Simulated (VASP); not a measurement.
# RbBiO3 (Pm-3m) in VASP: further runs

The runs below take RbBiO3 through single point, relaxation of cell and atoms, with LDA.

Program: VASP 6.6.1. These are calculated values, not measurements. Logs are shortened: lines on timing, memory, paths and dates and some standing lists are left out, and cuts for length are marked.

### Step 1. The cell of the first run

It takes space group Pm-3m (No. 221, cubic). Conventional cell: a = 4.193 Å, b = 4.193 Å, c = 4.193 Å, α = 90.00°, β = 90.00°, γ = 90.00°. Within 3.9 Å of Rb (site symmetry m-3m) lie 12 O at 2.96 Å and 8 Bi at 3.63 Å. Bi (site symmetry m-3m) has 6 O at 2.10 Å within 2.8 Å. O (site symmetry 4/mmm) has 2 Bi at 2.10 Å within 2.8 Å.

### Step 2. Single point, LDA

Contents of INCAR:

```
SYSTEM = RbBiO3
PREC = Accurate
ENCUT = 520
EDIFF = 1E-7
ISMEAR = 0
SIGMA = 0.05
LREAL = .False.
LASPH = .True.
NELM = 80
ALGO = Normal
ISIF = 2
LWAVE = .False.
LCHARG = .False.
GGA = CA
NBANDS = 29
```

Contents of KPOINTS:

```
Automatic mesh
0
Gamma
  5 5 5
  0 0 0
```

Contents of POSCAR:

```
RbBiO3
1.0
    4.1931281101      0.0000000000      0.0000000000
    0.0000000000      4.1931281101      0.0000000000
    0.0000000000      0.0000000000      4.1931281101
Rb Bi O
1 1 3
Direct
    0.0000000000      0.0000000000      0.0000000000
    0.5000000000      0.5000000000      0.5000000000
    0.5000000000      0.5000000000      0.0000000000
    0.5000000000      0.0000000000      0.5000000000
    0.0000000000      0.5000000000      0.5000000000
```

Potentials or basis: VASP PAW LDA potentials, release 64 (Rb_sv, Bi_d, O).

Started as:

```
$ cat potpaw_LDA.64/Rb_sv/POTCAR potpaw_LDA.64/Bi_d/POTCAR potpaw_LDA.64/O/POTCAR > POTCAR
$ mpirun -np 1 vasp_std > vasp.out
```

OUTCAR:

```text
SYSTEM = RbBiO3
   PREC = Accurate
   ENCUT = 520
   EDIFF = 1E-7
   ISMEAR = 0
   LREAL = .False.
   LASPH = .True.
   NELM = 80
   ISIF = 2
   GGA = CA

 ion  position               nearest neighbor table
   1  0.000  0.000  0.000-   3 2.96   4 2.96   5 2.96   4 2.96   5 2.96   3 2.96   5 2.96   5 2.96
                             3 2.96   4 2.96   4 2.96   3 2.96   2 3.63   2 3.63   2 3.63   2 3.63
   2  0.500  0.500  0.500-   3 2.10   4 2.10   5 2.10   3 2.10   4 2.10   5 2.10   1 3.63   1 3.63
                             1 3.63   1 3.63   1 3.63   1 3.63   1 3.63   1 3.63
   3  0.500  0.500  0.000-   2 2.10   2 2.10   1 2.96   1 2.96   1 2.96   1 2.96
   4  0.500  0.000  0.500-   2 2.10   2 2.10   1 2.96   1 2.96   1 2.96   1 2.96
   5  0.000  0.500  0.500-   2 2.10   2 2.10   1 2.96   1 2.96   1 2.96   1 2.96

  LATTYP: Found a simple cubic cell.
 ALAT       =     4.1931281101

  Lattice vectors:

 A1 = (   4.1931281101,   0.0000000000,   0.0000000000)
 A2 = (   0.0000000000,   4.1931281101,   0.0000000000)
 A3 = (   0.0000000000,   0.0000000000,   4.1931281101)

Analysis of symmetry for initial positions (statically):
=====================================================================
 Subroutine PRICEL returns:
 Original cell was already a primitive cell.

 Routine SETGRP: Setting up the symmetry group for a
 simple cubic supercell.

 Subroutine GETGRP returns: Found 48 space group operations
 (whereof 48 operations were pure point group operations)
 out of a pool of 48 trial point group operations.

The static configuration has the point symmetry O_h .

Analysis of symmetry for dynamics (positions and initial velocities):
=====================================================================
 Subroutine PRICEL returns:
 Original cell was already a primitive cell.

 Routine SETGRP: Setting up the symmetry group for a
 simple cubic supercell.

 Subroutine GETGRP returns: Found 48 space group operations
 (whereof 48 operations were pure point group operations)
 out of a pool of 48 trial point group operations.

The dynamic configuration has the point symmetry O_h .

 Subroutine INISYM returns: Found 48 space group operations
 (whereof 48 operations are pure point group operations),
 and found     1 'primitive' translations

----------------------------------------------------------------------------------------

                                     Primitive cell

  volume of cell :      73.7249

  direct lattice vectors                    reciprocal lattice vectors
     4.193128110  0.000000000  0.000000000     0.238485439  0.000000000  0.000000000
     0.000000000  4.193128110  0.000000000     0.000000000  0.238485439  0.000000000
     0.000000000  0.000000000  4.193128110     0.000000000  0.000000000  0.238485439

  length of vectors
     4.193128110  4.193128110  4.193128110     0.238485439  0.238485439  0.238485439

  position of ions in fractional coordinates (direct lattice)
     0.000000000  0.000000000  0.000000000
     0.500000000  0.500000000  0.500000000
     0.500000000  0.500000000  0.000000000
     0.500000000  0.000000000  0.500000000
     0.000000000  0.500000000  0.500000000

  ion indices of the primitive-cell ions
   primitive index   ion index
                 1           1
                 2           2
                 3           3
                 4           4
                 5           5

----------------------------------------------------------------------------------------

 KPOINTS: Automatic mesh

Automatic generation of k-mesh.
 Grid dimensions read from file:
 generate k-points for:    5    5    5

 Generating k-lattice:

  Cartesian coordinates                     Fractional coordinates (reciprocal lattice)
     0.047697088  0.000000000  0.000000000     0.200000000  0.000000000  0.000000000
     0.000000000  0.047697088  0.000000000     0.000000000  0.200000000  0.000000000
     0.000000000  0.000000000  0.047697088     0.000000000  0.000000000  0.200000000

  Length of vectors
     0.047697088  0.047697088  0.047697088

  Shift w.r.t. Gamma in fractional coordinates (k-lattice)
     0.000000000  0.000000000  0.000000000

 Subroutine IBZKPT returns following result:
 ===========================================

 Found     10 irreducible k-points:

 Following reciprocal coordinates:
            Coordinates               Weight
  0.000000  0.000000  0.000000      1.000000
  0.200000  0.000000  0.000000      6.000000
  0.400000  0.000000  0.000000      6.000000
  0.200000  0.200000  0.000000     12.000000
  0.400000  0.200000  0.000000     24.000000
  0.400000  0.400000  0.000000     12.000000
  0.200000  0.200000  0.200000      8.000000
  0.400000  0.200000  0.200000     24.000000
  0.400000  0.400000  0.200000     24.000000
  0.400000  0.400000  0.400000      8.000000
   k-points           NKPTS =     10   k-points in BZ     NKDIM =     10   number of bands    NBANDS=     29
   number of dos      NEDOS =    301   number of ions     NIONS =      5
   total plane-waves  NPLWV =  32768
   dimension x,y,z NGX =    32 NGY =   32 NGZ =   32
   dimension x,y,z NGXF=    64 NGYF=   64 NGZF=   64
   ions per type =               1   1   3
   NGX,Y,Z   is equivalent  to a cutoff of  12.69, 12.69, 12.69 a.u.
   NGXF,Y,Z  is equivalent  to a cutoff of  25.37, 25.37, 25.37 a.u.
 SYSTEM =  RbBiO3
   PREC   = accura    normal or accurate (medium, high low for compatibility)
   ISTART =      0    job   : 0-new  1-cont  2-samecut
   ICHARG =      2    charge: 1-file 2-atom 10-const
   ISPIN  =      1    spin polarized calculation?
   LNONCOLLINEAR =      F non collinear calculations
   LSORBIT =      F    spin-orbit coupling
   LASPH  =      T    aspherical Exc in radial PAW
   ENCUT  =  520.0 eV  38.22 Ry    6.18 a.u.   7.80  7.80  7.80*2*pi/ulx,y,z
   NELM   =     80;   NELMIN=  2; NELMDL= -5     # of ELM steps
   EDIFF  = 0.1E-06   stopping-criterion for ELM
   LREAL  =      F    real-space projection
   EDIFFG = 0.1E-05   stopping-criterion for IOM
   NSW    =      0    number of steps for IOM
   IBRION =     -1    ionic relax: 0-MD 1-quasi-New 2-CG
   NFREE  =      0    steps in history (QN), initial steepest desc. (CG)
   ISIF   =      2    stress and relaxation
   ISYM   =      2    0-nonsym 1-usesym 2-fastsym
   POTIM  = 0.5000    time-step for ionic-motion
   TEBEG  =    0.0;   TEEND  =   0.0 temperature during run
   PSTRESS=    0.0 pullay stress
   NELECT =      42.0000    total number of electrons
   NUPDOWN=      -1.0000    fix difference up-down
   EMIN   =  10.00;   EMAX   =-10.00  energy-range for DOS
   EFERMI =   0.00;   METHOD = LEGACY
   ISMEAR =     0;   SIGMA  =   0.05  broadening in eV -4-tet -1-fermi 0-gaus
   EFERMI_NEDOS =   21; number of points for ismear=-14 and -15
   IALGO  =     38    algorithm
   IMIX   =      4    mixing-type and parameters
     AMIX     =   0.40;   BMIX     =  1.00
     AMIX_MAG =   1.60;   BMIX_MAG =  1.00
  volume/ion in A,a.u.               =      14.74        99.50
  Fermi-wavevector in a.u.,A,eV,Ry     =   1.357125  2.564594 25.059044  1.841788
  Thomas-Fermi vector in A             =   2.484070
   LORBIT       =      0    0 simple, 1 ext, 2 COOP (PROOUT), +10 PAW based schemes
   GGA     = CA    functional components
   LHFCALC =     F    Hartree Fock is set to
   AEXX    =    0.0000 exact exchange contribution
   IVDW    =     0    specifies the selected vdW correction
   LEPSILON=     F    determine dielectric tensor
   LRPA    =     F    only Hartree local field effects (RPA)
 non-spin polarized calculation
 Gauss-broadening in eV      SIGMA  =   0.05
  energy-cutoff  :      520.00
  volume of cell :       73.72
 maximum number of plane-waves:      1993
 NGX is ok and might be reduce to    32
   NGX = 15   NGY = 15   NGZ = 15

 number of electron      41.9999994 magnetization

 Free energy of the ion-electron system (eV)
  ---------------------------------------------------
  ext. energy  EPLUGINS =         0.00000000
  ---------------------------------------------------
  free energy    TOTEN  =       -28.43803685 eV

  energy without entropy =      -28.43279382  energy(sigma->0) =      -28.43541534

 E-fermi :   2.7986     XC(G=0): -11.0819

 val. band max:        2.7522789621   @ k =   0.4000   0.4000   0.2000
 cond. band min:       2.8016601746   @ k =   0.4000   0.4000   0.4000
 fundamental gap:      0.0493812125
 Fermi energy:         2.7985672099

 k-point     1 :       0.0000    0.0000    0.0000
  band No.  band energies     occupation
      1     -20.5896      2.00000
      2     -19.5911      2.00000
      3     -19.5911      2.00000
      4     -18.8836      2.00000
      5     -18.8836      2.00000
      6     -18.8836      2.00000
[... 21 lines left out ...]
     28      12.6385      0.00000
     29      14.2408      0.00000

 k-point     2 :       0.2000    0.0000    0.0000
  band No.  band energies     occupation
      1     -20.5721      2.00000
      2     -19.5905      2.00000
      3     -19.5097      2.00000
      4     -18.8892      2.00000
      5     -18.8892      2.00000
      6     -18.8834      2.00000
[... 21 lines left out ...]
     28      12.8126      0.00000
     29      13.6674      0.00000

 k-point     3 :       0.4000    0.0000    0.0000
  band No.  band energies     occupation
      1     -20.5435      2.00000
      2     -19.5896      2.00000
      3     -19.3739      2.00000
      4     -18.8982      2.00000
      5     -18.8982      2.00000
      6     -18.8832      2.00000
[... 21 lines left out ...]
     28      13.1727      0.00000
     29      13.1790      0.00000

 k-point     4 :       0.2000    0.2000    0.0000
  band No.  band energies     occupation
      1     -20.5576      2.00000
      2     -19.5509      2.00000
      3     -19.4645      2.00000
      4     -18.8937      2.00000
      5     -18.8891      2.00000
      6     -18.8889      2.00000
[... 21 lines left out ...]
     28      13.0704      0.00000
     29      13.0952      0.00000

 k-point     5 :       0.4000    0.2000    0.0000
  band No.  band energies     occupation
      1     -20.5341      2.00000
      2     -19.5371      2.00000
      3     -19.3356      2.00000
      4     -18.9009      2.00000
      5     -18.8979      2.00000
      6     -18.8886      2.00000
[... 21 lines left out ...]
     28      13.1858      0.00000
     29      13.4372      0.00000

 k-point     6 :       0.4000    0.4000    0.0000
  band No.  band energies     occupation
      1     -20.5188      2.00000
      2     -19.4892      2.00000
      3     -19.2295      2.00000
      4     -18.9052      2.00000
      5     -18.8974      2.00000
      6     -18.8974      2.00000
[... 21 lines left out ...]
     28      13.8172      0.00000
     29      14.0648      0.00000

 k-point     7 :       0.2000    0.2000    0.2000
  band No.  band energies     occupation
      1     -20.5451      2.00000
      2     -19.4639      2.00000
      3     -19.4639      2.00000
      4     -18.8946      2.00000
      5     -18.8946      2.00000
      6     -18.8924      2.00000
[... 21 lines left out ...]
     28      12.4628      0.00000
     29      14.3579      0.00000

 k-point     8 :       0.4000    0.2000    0.2000
  band No.  band energies     occupation
      1     -20.5246      2.00000
      2     -19.4630      2.00000
      3     -19.3172      2.00000
      4     -18.9039      2.00000
      5     -18.8997      2.00000
      6     -18.8940      2.00000
[... 21 lines left out ...]
     28      13.3085      0.00000
     29      13.9148      0.00000

 k-point     9 :       0.4000    0.4000    0.2000
  band No.  band energies     occupation
      1     -20.5091      2.00000
      2     -19.3934      2.00000
      3     -19.2292      2.00000
      4     -18.9085      2.00000
      5     -18.9034      2.00000
      6     -18.9022      2.00000
[... 21 lines left out ...]
     28      14.2302      0.00000
     29      14.3138      0.00000

 k-point    10 :       0.4000    0.4000    0.4000
  band No.  band energies     occupation
      1     -20.4933      2.00000
      2     -19.2288      2.00000
      3     -19.2288      2.00000
      4     -18.9130      2.00000
      5     -18.9130      2.00000
      6     -18.9106      2.00000
[... 21 lines left out ...]
     28      14.5918      0.00000
     29      14.6425      0.00000

------------------------ aborting loop because EDIFF is reached ----------------------------------------

  FORCE on cell =-STRESS in cart. coord.  units (eV):
  Direction    XX          YY          ZZ          XY          YZ          ZX
  --------------------------------------------------------------------------------------
  -------------------------------------------------------------------------------------
  Total        0.1855040      0.1855040      0.1855040     -0.0000000     -0.0000000     -0.0000000
  in kB        4.0313406      4.0313406      4.0313406     -0.0000000     -0.0000000     -0.0000000
  external PRESSURE =       4.0313406 kB  Pullay stress =       0.0000000 kB

 VOLUME and BASIS-vectors are now :
 -----------------------------------------------------------------------------
  energy-cutoff  :      520.00
  volume of cell :       73.72
      direct lattice vectors                 reciprocal lattice vectors
     4.193128110  0.000000000  0.000000000     0.238485439  0.000000000  0.000000000
     0.000000000  4.193128110  0.000000000     0.000000000  0.238485439  0.000000000
     0.000000000  0.000000000  4.193128110     0.000000000  0.000000000  0.238485439

 POSITION                                       TOTAL-FORCE (eV/Angst)
 -----------------------------------------------------------------------------------
      0.00000      0.00000      0.00000         0.000000      0.000000      0.000000
      2.09656      2.09656      2.09656         0.000000      0.000000      0.000000
      2.09656      2.09656      0.00000         0.000000      0.000000      0.000000
      2.09656      0.00000      2.09656         0.000000      0.000000      0.000000
      0.00000      2.09656      2.09656         0.000000      0.000000      0.000000
 -----------------------------------------------------------------------------------
    total drift:                                0.000000     -0.000000     -0.000000

  FREE ENERGIE OF THE ION-ELECTRON SYSTEM (eV)
  ---------------------------------------------------
  free  energy   TOTEN  =       -28.4380368526 eV

  energy  without entropy=      -28.4327938193  energy(sigma->0) =      -28.43541534
```

Run time: 7.3 s. Hardware: 1 thread of Intel Xeon 6975P-C (Granite Rapids), shared host; peak memory 0.16 GiB.

What came out:

```yaml
Free_energy: -28.4380 eV
Pressure: 0.4 GPa
Band_gap_on_the_k_mesh: zero (band 21 reaches 2.80 eV, above the bottom of band 22 at 2.15 eV)
```

Caveat: spin-orbit coupling is left out, which moves the levels of the heavy elements.

### Step 3. Relaxation of cell and atoms, LDA

This run uses another cell than the first one, of 15.46 Å³/atom, 1.048 times its volume.

Contents of INCAR:

```
PREC = Accurate ; ENCUT = 600
EDIFF = 1E-6 ; ISMEAR = 0
SIGMA = 0.05 ; LREAL = False
LASPH = True ; NELM = 80
ALGO = Normal ; ISIF = 3
LWAVE = False ; LCHARG = False
GGA = CA ; IBRION = 2
NSW = 80 ; EDIFFG = -0.02
```

Contents of KPOINTS:

```
regular mesh
0
Gamma
  5 5 5
```

POSCAR, as its differences from that of step 2:

```diff
@@ -2,5 +2,5 @@
 1.0
-    4.1931281101      0.0000000000      0.0000000000
-    0.0000000000      4.1931281101      0.0000000000
-    0.0000000000      0.0000000000      4.1931281101
+    4.2598200000      0.0000000000      0.0000000000
+    0.0000000000      4.2598200000      0.0000000000
+    0.0000000000      0.0000000000      4.2598200000
 Rb Bi O
```

Potentials or basis: VASP PAW LDA potentials, release 64 (Rb_sv, Bi_d, O).

Started as:

```
$ cat potpaw_LDA.64/Rb_sv/POTCAR potpaw_LDA.64/Bi_d/POTCAR potpaw_LDA.64/O/POTCAR > POTCAR
$ mpirun -np 1 vasp_std > vasp.out
```

Wall time 16 s (1 thread of Intel Xeon 6975P-C (Granite Rapids), shared host); peak memory 0.18 GiB.

It converged, with:

```
Free energy                            : -28.4511 eV
Relaxed volume                         : 14.78 Å³/atom
Relaxed cell                           : a = 4.197 Å, b = 4.197 Å, c = 4.197 Å, α = 90.00°, β = 90.00°, γ = 90.00°
Space group after relaxing (to 0.05 Å) : Pm-3m (No. 221)
Energy gained by relaxing              : 6.8 meV/atom
Ionic steps                            : 2
Pressure after relaxing                : 0.0 GPa
Band gap on the k mesh                 : zero (band 21 reaches 2.78 eV, above the bottom of band 22 at 2.12 eV)
```

The path:
```csv
step,energy change (eV),largest force (eV/Å),pressure (GPa),volume (Å³)
1,0.0000,0.0000,-3.18,77.30
2,-0.0341,0.0000,-0.01,73.91
```

Final structure:
```
Rb Bi O
1.0
     4.19667    0.00000    0.00000
     0.00000    4.19667    0.00000
     0.00000    0.00000    4.19667
Rb Bi O
1 1 3
Direct
  0.00000 0.00000 0.00000
  0.50000 0.50000 0.50000
  0.50000 0.50000 0.00000
  0.50000 0.00000 0.50000
  0.00000 0.50000 0.50000
```

Levels at points of the mesh, in eV from the Fermi level:
| k point | band 17 | band 18 | band 19 | band 20 | band 21 | band 22 | band 23 | band 24 | band 25 |
| --- | --- | --- | --- | --- | --- | --- | --- | --- | --- |
| (0.00, 0.00, 0.00) | -0.84 | -0.84 | -0.84 | -0.65 | -0.65 | -0.65 | 7.20 | 7.63 | 7.63 |

Caveat: spin-orbit coupling is left out, which moves the levels of the heavy elements.
